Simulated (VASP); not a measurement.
A run of VASP 6.6.1 is set up as follows.

The input INCAR:

```
SYSTEM = GaP
  ALGO = Normal
  EDIFF = 1E-7
  ENCUT = 520
  GGA = PE
  ISIF = 2
  ISMEAR = -1
  LASPH = .True.
  LCHARG = .False.
  LREAL = .False.
  LWAVE = .False.
  NBANDS = 16
  NELM = 80
  PREC = Accurate
  SIGMA = 0.02
```

KPOINTS

```
k-points
0
Gamma
  8 8 8
  0 0 0
```

The input POSCAR:

```
GaP
1.0
    0.0000000000      2.8071612660      2.8071612660
    2.8071612660      0.0000000000      2.8071612660
    2.8071612660      2.8071612660      0.0000000000
Ga P
1 1
Direct
    0.0000000000      0.0000000000      0.0000000000
    0.2500000000      0.2500000000      0.2500000000
```

Potentials or basis: VASP PAW PBE potentials, release 64 (Ga_d, P).

The run is started by

```sh
$ cat potpaw_PBE.64/Ga_d/POTCAR potpaw_PBE.64/P/POTCAR > POTCAR
$ mpirun -np 1 vasp_std > vasp.out
```

Q: What does it give for the band gap on the k mesh?

A: 1.11 eV, direct.

Q: What does it give for the pressure?

A: -3.9 GPa.

Caveat: the cell differs from its parent crystal (strain +3.0%). A k mesh can miss the band edges.
